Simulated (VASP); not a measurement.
# Co (Im-3m) in VASP: notebook

The runs below take Co through single point, relaxation of cell and atoms, with PBE.

All numbers are computed with VASP 6.6.1; they aren't measurements. Logs are shortened: lines on timing, memory, paths and dates and some standing lists are left out, and cuts for length are marked.

### Step 1. The cell of the first run

It takes space group Im-3m (No. 229, cubic). The conventional cell has a = 2.651 Å, b = 2.651 Å, c = 2.651 Å, α = 90.00°, β = 90.00°, γ = 90.00°. Co (site symmetry m-3m) has 14 Co at 2.30 to 2.65 Å within 3.0 Å.

### Step 2. Single point, PBE (volume scaled by 0.88)

File INCAR:

```
SYSTEM = Co
PREC     = Accurate       ! precision mode
ENCUT    = 520            ! plane-wave cutoff, eV
EDIFF    = 1E-6           ! SCF threshold, eV
ISMEAR   = -1             ! smearing method
SIGMA    = 0.1            ! smearing width, eV
LREAL    = .FALSE.        ! projectors in reciprocal space
LASPH    = .TRUE.         ! aspherical terms in the spheres
NELM     = 60             ! most SCF steps
ALGO     = Normal         ! electronic algorithm
ISIF     = 2              ! what is computed and relaxed
LWAVE    = .FALSE.        ! write WAVECAR
LCHARG   = .FALSE.        ! write CHGCAR
GGA      = PE             ! functional
NBANDS   = 10             ! bands
```

File KPOINTS:

```
regular mesh
0
G
  26 26 26
  0 0 0
```

File POSCAR:

```
Co
1.0
   -1.3252601264      1.3252601264      1.3252601264
    1.3252601264     -1.3252601264      1.3252601264
    1.3252601264      1.3252601264     -1.3252601264
Co
1
Direct
    0.0000000000      0.0000000000      0.0000000000
```

Potentials or basis: VASP PAW PBE potentials, release 64 (Co).

Started as:

```
$ cat potpaw_PBE.64/Co/POTCAR > POTCAR
$ mpirun -np 1 vasp_std > vasp.out
```

OUTCAR:

```text
SYSTEM = Co
   PREC = Accurate
   ENCUT = 520
   EDIFF = 1E-6
   ISMEAR = -1
   LREAL = .FALSE.
   LASPH = .TRUE.
   NELM = 60
   ISIF = 2
   GGA = PE

 ion  position               nearest neighbor table
   1  0.000  0.000  0.000-

  LATTYP: Found a body centered cubic cell.
 ALAT       =     2.6505202528

  Lattice vectors:

 A1 = (  -1.3252601264,   1.3252601264,   1.3252601264)
 A2 = (   1.3252601264,  -1.3252601264,   1.3252601264)
 A3 = (   1.3252601264,   1.3252601264,  -1.3252601264)

Analysis of symmetry for initial positions (statically):
=====================================================================
 Subroutine PRICEL returns:
 Original cell was already a primitive cell.

 Routine SETGRP: Setting up the symmetry group for a
 body centered cubic supercell.

 Subroutine GETGRP returns: Found 48 space group operations
 (whereof 48 operations were pure point group operations)
 out of a pool of 48 trial point group operations.

The static configuration has the point symmetry O_h .

Analysis of symmetry for dynamics (positions and initial velocities):
=====================================================================
 Subroutine PRICEL returns:
 Original cell was already a primitive cell.

 Routine SETGRP: Setting up the symmetry group for a
 body centered cubic supercell.

 Subroutine GETGRP returns: Found 48 space group operations
 (whereof 48 operations were pure point group operations)
 out of a pool of 48 trial point group operations.

The dynamic configuration has the point symmetry O_h .

 Subroutine INISYM returns: Found 48 space group operations
 (whereof 48 operations are pure point group operations),
 and found     1 'primitive' translations

----------------------------------------------------------------------------------------

                                     Primitive cell

  volume of cell :       9.3103

  direct lattice vectors                    reciprocal lattice vectors
    -1.325260126  1.325260126  1.325260126     0.000000000  0.377284421  0.377284421
     1.325260126 -1.325260126  1.325260126     0.377284421  0.000000000  0.377284421
     1.325260126  1.325260126 -1.325260126     0.377284421  0.377284421  0.000000000

  length of vectors
     2.295417872  2.295417872  2.295417872     0.533560746  0.533560746  0.533560746

  position of ions in fractional coordinates (direct lattice)
     0.000000000  0.000000000  0.000000000

  ion indices of the primitive-cell ions
   primitive index   ion index
                 1           1

----------------------------------------------------------------------------------------

 KPOINTS: regular mesh

Automatic generation of k-mesh.
 Grid dimensions read from file:
 generate k-points for:   26   26   26

 Generating k-lattice:

  Cartesian coordinates                     Fractional coordinates (reciprocal lattice)
     0.000000000  0.014510939  0.014510939     0.038461538  0.000000000  0.000000000
     0.014510939  0.000000000  0.014510939     0.000000000  0.038461538  0.000000000
     0.014510939  0.014510939  0.000000000     0.000000000  0.000000000  0.038461538

  Length of vectors
     0.020521567  0.020521567  0.020521567

  Shift w.r.t. Gamma in fractional coordinates (k-lattice)
     0.000000000  0.000000000  0.000000000

 Subroutine IBZKPT returns following result:
 ===========================================

 Found    511 irreducible k-points:

 Following reciprocal coordinates:
            Coordinates               Weight
  0.000000  0.000000  0.000000      1.000000
  0.038462  0.000000  0.000000     12.000000
  0.076923  0.000000  0.000000     12.000000
  0.115385  0.000000  0.000000     12.000000
  0.153846  0.000000  0.000000     12.000000
  0.192308  0.000000  0.000000     12.000000
[... 16 lines left out ...]
  0.346154  0.038462  0.000000     48.000000
  0.384615  0.038462  0.000000     48.000000
 [... further k-points ...]
   k-points           NKPTS =    511   k-points in BZ     NKDIM =    511   number of bands    NBANDS=     10
   number of dos      NEDOS =    301   number of ions     NIONS =      1
   total plane-waves  NPLWV =   5832
   dimension x,y,z NGX =    18 NGY =   18 NGZ =   18
   dimension x,y,z NGXF=    36 NGYF=   36 NGZF=   36
   ions per type =               1
   NGX,Y,Z   is equivalent  to a cutoff of  13.04, 13.04, 13.04 a.u.
   NGXF,Y,Z  is equivalent  to a cutoff of  26.07, 26.07, 26.07 a.u.
 SYSTEM =  Co
   PREC   = accura    normal or accurate (medium, high low for compatibility)
   ISTART =      0    job   : 0-new  1-cont  2-samecut
   ICHARG =      2    charge: 1-file 2-atom 10-const
   ISPIN  =      1    spin polarized calculation?
   LNONCOLLINEAR =      F non collinear calculations
   LSORBIT =      F    spin-orbit coupling
   LASPH  =      T    aspherical Exc in radial PAW
   ENCUT  =  520.0 eV  38.22 Ry    6.18 a.u.   4.27  4.27  4.27*2*pi/ulx,y,z
   NELM   =     60;   NELMIN=  2; NELMDL= -5     # of ELM steps
[... 26 lines left out ...]
   LHFCALC =     F    Hartree Fock is set to
   AEXX    =    0.0000 exact exchange contribution
   IVDW    =     0    specifies the selected vdW correction
   LEPSILON=     F    determine dielectric tensor
   LRPA    =     F    only Hartree local field effects (RPA)
 non-spin polarized calculation
  energy-cutoff  :      520.00
  volume of cell :        9.31
 maximum number of plane-waves:       258
 NGX is ok and might be reduce to    18
   NGX =  9   NGY =  9   NGZ =  9

 number of electron       9.0000004 magnetization

 Free energy of the ion-electron system (eV)
  ---------------------------------------------------
  ext. energy  EPLUGINS =         0.00000000
  ---------------------------------------------------
  free energy    TOTEN  =        -6.52638558 eV

  energy without entropy =       -6.42984657  energy(sigma->0) =       -6.47811608

 E-fermi :  12.5354     XC(G=0): -14.3412

 val. band max:       12.5340258148   @ k =   0.2692   0.2308   0.0385
 cond. band min:      12.5363246974   @ k =   0.3462   0.2308   0.0385
 fundamental gap:      0.0022988826
 Fermi energy:        12.5354150875

 k-point     1 :       0.0000    0.0000    0.0000
  band No.  band energies     occupation
      1       2.7788      2.00000
      2      10.3491      2.00000
      3      10.3491      2.00000
      4      10.3491      2.00000
      5      12.1915      1.93780
      6      12.1915      1.93780
      7      39.8293      0.00000
      8      39.8293      0.00000
      9      39.8293      0.00000
     10      46.4974      0.00000

 k-point     2 :       0.0385    0.0000    0.0000
  band No.  band energies     occupation
      1       2.8495      2.00000
      2      10.3276      2.00000
      3      10.3470      2.00000
      4      10.3890      2.00000
      5      12.1684      1.95034
      6      12.1932      1.93681
      7      39.4422      0.00000
      8      39.7602      0.00000
      9      39.8130      0.00000
     10      46.1682      0.00000

 k-point     3 :       0.0769    0.0000    0.0000
  band No.  band energies     occupation
      1       3.0593      2.00000
      2      10.2648      2.00000
      3      10.3378      2.00000
      4      10.5074      2.00000
      5      12.1056      1.97318
      6      12.1983      1.93358
      7      38.4142      0.00000
      8      39.5173      0.00000
      9      39.7672      0.00000
     10      45.6152      0.00000

 k-point     4 :       0.1154    0.0000    0.0000
  band No.  band energies     occupation
      1       3.4019      2.00000
      2      10.1653      2.00000
      3      10.3142      2.00000
      4      10.7001      2.00000
      5      12.0222      1.98827
      6      12.2076      1.92734
      7      36.9675      0.00000
      8      39.0355      0.00000
      9      39.7000      0.00000
     10      45.3327      0.00000
[... 222 lines left out ...]
 k-point    22 :       0.3077    0.0385    0.0000
  band No.  band energies     occupation
      1       6.5627      2.00000
      2       9.3367      2.00000
      3      10.3829      2.00000
      4      11.9980      1.99077
      5      12.3770      1.65948
      6      12.6907      0.34940
      7      26.7578      0.00000
      8      34.1583      0.00000
      9      37.5476      0.00000
     10      39.7752      0.00000

 k-point    23 :       0.3462    0.0385    0.0000
  band No.  band energies     occupation
      1       6.8898      2.00000
      2       9.2094      2.00000
      3      10.8378      2.00000
      4      12.0761      1.97995
      5      12.4251      1.50162
      6      13.0734      0.00918
      7      25.0202      0.00000
      8      33.5480      0.00000
      9      36.7253      0.00000
     10      39.6735      0.00000

 k-point    24 :       0.3846    0.0385    0.0000
  band No.  band energies     occupation
      1       7.0500      2.00000
      2       9.1084      2.00000
      3      11.4171      1.99997
      4      12.1478      1.95940
      5      12.5009      1.17088
      6      13.4198      0.00029
      7      23.4781      0.00000
      8      33.0727      0.00000
      9      36.0624      0.00000
     10      39.6083      0.00000

 [... further k-points ...]

------------------------ aborting loop because EDIFF is reached ----------------------------------------

  FORCE on cell =-STRESS in cart. coord.  units (eV):
  Direction    XX          YY          ZZ          XY          YZ          ZX
  --------------------------------------------------------------------------------------
  -------------------------------------------------------------------------------------
  Total        2.2725603      2.2725603      2.2725603      0.0000000      0.0000000      0.0000000
  in kB      391.0773028    391.0773028    391.0773028      0.0000000      0.0000000      0.0000000
  external PRESSURE =     391.0773028 kB  Pullay stress =       0.0000000 kB

 VOLUME and BASIS-vectors are now :
 -----------------------------------------------------------------------------
  energy-cutoff  :      520.00
  volume of cell :        9.31
      direct lattice vectors                 reciprocal lattice vectors
    -1.325260126  1.325260126  1.325260126     0.000000000  0.377284421  0.377284421
     1.325260126 -1.325260126  1.325260126     0.377284421  0.000000000  0.377284421
     1.325260126  1.325260126 -1.325260126     0.377284421  0.377284421  0.000000000

 POSITION                                       TOTAL-FORCE (eV/Angst)
 -----------------------------------------------------------------------------------
      0.00000      0.00000      0.00000         0.000000     -0.000000      0.000000
 -----------------------------------------------------------------------------------
    total drift:                                0.000000      0.000000      0.000000

  FREE ENERGIE OF THE ION-ELECTRON SYSTEM (eV)
  ---------------------------------------------------
  free  energy   TOTEN  =        -6.5263855835 eV

  energy  without entropy=       -6.4298465705  energy(sigma->0) =       -6.47811608
```

Wall time 41 s (1 thread of Intel Xeon 6975P-C, shared host); peak memory 0.16 GiB.

What came out:

| Property | Result |
| --- | --- |
| Free energy | -6.5264 eV |
| Pressure | 39.1 GPa |

Caveat: the cell differs from its parent crystal (volume scaled by 0.88); the run has no spin polarisation, though such a crystal can be magnetic. Spin polarisation is off, so any magnetic state and its effect on volume and gap are missing.

### Step 3. Relaxation of cell and atoms, PBE

This run uses another cell than the first one, of 11.07 Å³/atom, 1.189 times its volume.

File INCAR:

```
ALGO     = Normal         # electronic algorithm
EDIFF    = 1E-7           # SCF threshold, eV
EDIFFG   = -0.01          # ionic threshold
ENCUT    = 600            # plane-wave cutoff, eV
GGA      = PE             # functional
IBRION   = 2              # ionic algorithm
ISIF     = 3              # what is computed and relaxed
ISMEAR   = -1             # smearing method
LASPH    = T              # aspherical terms in the spheres
LCHARG   = F              # write CHGCAR
LREAL    = F              # projectors in reciprocal space
LWAVE    = F              # write WAVECAR
NELM     = 80             # most SCF steps
NSW      = 80             # ionic steps
PREC     = Accurate       # precision mode
SIGMA    = 0.1            # smearing width, eV
```

File KPOINTS:

```
k-points
0
Gamma
  16 16 16
```

File POSCAR:

```
Co
1.0
   -1.4041371717      1.4041371717      1.4041371717
    1.4041371717     -1.4041371717      1.4041371717
    1.4041371717      1.4041371717     -1.4041371717
Co
1
Direct
    0.0000000000      0.0000000000      0.0000000000
```

Potentials or basis: VASP PAW PBE potentials, release 64 (Co).

Started as:

```
$ cat potpaw_PBE.64/Co/POTCAR > POTCAR
$ mpirun -np 1 vasp_std > vasp.out
```

Run time: 32 s. Hardware: 1 thread of Intel Xeon 6975P-C, shared host; peak memory 0.14 GiB.

It converged, with:

```
Free energy                            : -6.6598 eV
Relaxed volume                         : 10.54 Å³/atom
Relaxed cell                           : a = 2.393 Å, b = 2.393 Å, c = 2.393 Å, α = 109.47°, β = 109.47°, γ = 109.47°
Space group after relaxing (to 0.05 Å) : Im-3m (No. 229)
Energy gained by relaxing              : 17.9 meV/atom
Ionic steps                            : 3
Pressure after relaxing                : -0.1 GPa
```

The path:
```tsv
step	energy change (eV)	largest force (eV/Å)	pressure (GPa)	volume (Å³)
1	0.0000	0.0000	-10.24	11.07
2	0.0064	0.0000	14.66	9.98
3	-0.0179	0.0000	-0.10	10.54
```

Final structure:
```
CELL_PARAMETERS angstrom
-1.38142 1.38142 1.38142
1.38142 -1.38142 1.38142
1.38142 1.38142 -1.38142
ATOMIC_POSITIONS crystal
Co 0.00000 0.00000 0.00000
```

Levels at points of the mesh, in eV from the Fermi level:
| k point | band 3 | band 4 | band 5 | band 6 | band 7 | band 8 |
| --- | --- | --- | --- | --- | --- | --- |
| (0.00, 0.00, 0.00) | -1.83 | -1.83 | -0.28 | -0.28 | 26.08 | 26.08 |
| (0.50, 0.00, 0.00) | -0.32 | -0.08 | 0.41 | 0.90 | 7.74 | 19.18 |
| (0.50, 0.50, 0.50) | 0.62 | 0.62 | 0.62 | 10.31 | 10.31 | 10.31 |

Caveat: the run has no spin polarisation, though such a crystal can be magnetic. Spin polarisation is off, so any magnetic state and its effect on volume and gap are missing.

### Step 4. Single point, PBE (volume scaled by 0.92)

File INCAR:

```
SYSTEM = Co
PREC = Accurate ; ENCUT = 520
EDIFF = 1E-6 ; ISMEAR = -1
SIGMA = 0.1 ; LREAL = .FALSE.
LASPH = .TRUE. ; NELM = 60
ALGO = Normal ; ISIF = 2
LWAVE = .FALSE. ; LCHARG = .FALSE.
GGA = PE ; NBANDS = 10
```

File KPOINTS:

```
Automatic mesh
0
G
  26 26 26
  0 0 0
```

File POSCAR:

```
Co
1.0
   -1.3450430449      1.3450430449      1.3450430449
    1.3450430449     -1.3450430449      1.3450430449
    1.3450430449      1.3450430449     -1.3450430449
Co
1
Direct
    0.0000000000      0.0000000000      0.0000000000
```

Started as:

```
$ cat potpaw_PBE.64/Co/POTCAR > POTCAR
$ mpirun -np 1 vasp_std > vasp.out
```

Run time: 42 s. Hardware: 1 thread of Intel Xeon 6975P-C, shared host; peak memory 0.16 GiB.

Results (log left out):

```yaml
Free_energy: -6.6070 eV
Pressure: 22.6 GPa
```

Levels at points of the mesh, in eV from the Fermi level:
```csv
k point,band 2,band 3,band 4,band 5,band 6,band 7,band 8,band 9
"(0.00, 0.00, 0.00)",-2.05,-2.05,-2.05,-0.32,-0.32,26.86,26.86,26.86
"(0.50, 0.00, 0.00)",-3.32,-0.35,-0.08,0.36,1.01,8.48,19.87,22.40
"(0.50, 0.50, 0.50)",-4.84,0.71,0.71,0.71,10.88,10.88,10.88,17.36
```

Caveat: the cell differs from its parent crystal (volume scaled by 0.92); the run has no spin polarisation, though such a crystal can be magnetic. Spin polarisation is off, so any magnetic state and its effect on volume and gap are missing.

### Step 5. Single point, PBE (volume scaled by 0.96)

File INCAR:

```
SYSTEM = Co
PREC     = Accurate       ! precision mode
ENCUT    = 520            ! plane-wave cutoff, eV
EDIFF    = 1E-7           ! SCF threshold, eV
ISMEAR   = -1             ! smearing method
SIGMA    = 0.1            ! smearing width, eV
LREAL    = .FALSE.        ! projectors in reciprocal space
LASPH    = .TRUE.         ! aspherical terms in the spheres
NELM     = 100            ! most SCF steps
ALGO     = Normal         ! electronic algorithm
ISIF     = 2              ! what is computed and relaxed
LWAVE    = .FALSE.        ! write WAVECAR
LCHARG   = .FALSE.        ! write CHGCAR
GGA      = PE             ! functional
NBANDS   = 10             ! bands
```

KPOINTS is that of step 4.

File POSCAR:

```
Co
1.0
   -1.3642605419      1.3642605419      1.3642605419
    1.3642605419     -1.3642605419      1.3642605419
    1.3642605419      1.3642605419     -1.3642605419
Co
1
Direct
    0.0000000000      0.0000000000      0.0000000000
```

Started as:

```
$ cat potpaw_PBE.64/Co/POTCAR > POTCAR
$ mpirun -np 1 vasp_std > vasp.out
```

Run time: 52 s. Hardware: 1 thread of Intel Xeon 6975P-C, shared host; peak memory 0.17 GiB.

It converged, with:

- Free energy: -6.6487 eV
- Pressure: 9.5 GPa

Levels at points of the mesh, in eV from the Fermi level:
| k point | band 1 | band 2 | band 3 | band 4 | band 5 | band 6 | band 7 | band 8 | band 9 | band 10 |
| --- | --- | --- | --- | --- | --- | --- | --- | --- | --- | --- |
| (0.00, 0.00, 0.00) | -9.17 | -1.93 | -1.93 | -1.93 | -0.30 | -0.30 | 26.45 | 26.45 | 26.45 | 32.39 |
| (0.50, 0.00, 0.00) | -4.87 | -3.12 | -0.33 | -0.08 | 0.38 | 0.95 | 8.08 | 19.50 | 21.69 | 25.22 |
| (0.50, 0.50, 0.50) | -4.55 | -4.55 | 0.66 | 0.66 | 0.66 | 10.57 | 10.57 | 10.57 | 16.88 | 16.88 |

Caveat: the cell differs from its parent crystal (volume scaled by 0.96); the run has no spin polarisation, though such a crystal can be magnetic.

### Step 6. Single point, PBE

This run uses another cell than the first one, of 10.58 Å³/atom, 1.136 times its volume.

File INCAR:

```
SYSTEM = Co
ALGO = Normal ; EDIFF = 1E-7
ENCUT = 520 ; GGA = PE
ISIF = 2 ; ISMEAR = -1
LASPH = .True. ; LCHARG = .False.
LREAL = .False. ; LWAVE = .False.
NBANDS = 10 ; NELM = 100
PREC = Accurate ; SIGMA = 0.1
```

File KPOINTS:

```
k-points
0
Gamma
  26 26 26
  0 0 0
```

File POSCAR:

```
Co
1.0
   -1.3829513651      1.3829513651      1.3829513651
    1.3829513651     -1.3829513651      1.3829513651
    1.3829513651      1.3829513651     -1.3829513651
Co
1
Direct
    0.0000000000      0.0000000000      0.0000000000
```

Potentials or basis: VASP PAW PBE potentials, release 64 (Co).

Started as:

```
$ cat potpaw_PBE.64/Co/POTCAR > POTCAR
$ mpirun -np 1 vasp_std > vasp.out
```

It took 47 s on 1 thread of Intel Xeon 6975P-C, shared host; peak memory 0.17 GiB.

Results (log left out):

```
Free energy : -6.6597 eV
Pressure    : -0.8 GPa
```

Levels at points of the mesh, in eV from the Fermi level:
```tsv
k point	band 3	band 4	band 5	band 6	band 7	band 8
(0.00, 0.00, 0.00)	-1.82	-1.82	-0.28	-0.28	26.05	26.05
(0.50, 0.00, 0.00)	-0.32	-0.08	0.41	0.89	7.71	19.15
(0.50, 0.50, 0.50)	0.62	0.62	0.62	10.28	10.28	10.28
```

Caveat: the run has no spin polarisation, though such a crystal can be magnetic. Spin polarisation is off, so any magnetic state and its effect on volume and gap are missing.

### Step 7. Summary

| task | cell | k mesh | cutoff (eV) | gap on the mesh (eV) | pressure (GPa) |
| --- | --- | --- | --- | --- | --- |
| single point | a = 2.295 Å, angles 109.5°, 1 atom | 26 × 26 × 26 | 520 | none | 39.1 |
| relaxation of cell and atoms | relaxed from a = 2.432 Å, angles 109.5°, 1 atom | 16 × 16 × 16 | 600 | none | -0.1 |
| single point | a = 2.330 Å, angles 109.5°, 1 atom | 26 × 26 × 26 | 520 | none | 22.6 |
| single point | a = 2.363 Å, angles 109.5°, 1 atom | 26 × 26 × 26 | 520 | none | 9.5 |
| single point | a = 2.395 Å, angles 109.5°, 1 atom | 26 × 26 × 26 | 520 | none | -0.8 |

Alike in all rows: level PBE; potentials or basis VASP PAW PBE potentials, release 64 (Co); no spin polarisation; smearing fermi-dirac 0.1 eV.

Caveats: the run has no spin polarisation, though such a crystal can be magnetic.

Absolute energies hang on the potentials; compare differences alone.
